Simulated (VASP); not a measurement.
A run of VASP 6.6.1:

File INCAR:

```
PREC     = Accurate       # precision mode
ENCUT    = 520            # plane-wave cutoff, eV
EDIFF    = 1E-7           # SCF threshold, eV
ISMEAR   = 0              # smearing method
SIGMA    = 0.1            # smearing width, eV
LREAL    = False          # projectors in reciprocal space
LASPH    = True           # aspherical terms in the spheres
NELM     = 80             # most SCF steps
ALGO     = Fast           # electronic algorithm
ISIF     = 2              # what is computed and relaxed
LWAVE    = False          # write WAVECAR
LCHARG   = False          # write CHGCAR
GGA      = CA             # functional
NBANDS   = 11             # bands
```

File KPOINTS:

```
regular mesh
0
Gamma
  18 18 18
```

File POSCAR:

```
Ca
1.0
    0.0000000000      2.6679273193      2.6679273193
    2.6679273193      0.0000000000      2.6679273193
    2.6679273193      2.6679273193      0.0000000000
Ca
1
Direct
    0.0000000000      0.0000000000      0.0000000000
```

Potentials or basis: VASP PAW LDA potentials, release 64 (Ca_sv).

Command:

```console
$ cat potpaw_LDA.64/Ca_sv/POTCAR > POTCAR
$ mpirun -np 1 vasp_std > vasp.out
```

Hardware: 1 thread of AMD EPYC 9R45 96-Core Processor (Zen 5) (shared host).

Estimate the wall time of this run.

Run time: 51 s on 1 thread of AMD EPYC 9R45 96-Core Processor (Zen 5), on a shared host, peak memory 0.16 GiB. Counts: scf iterations 15, k points 195.
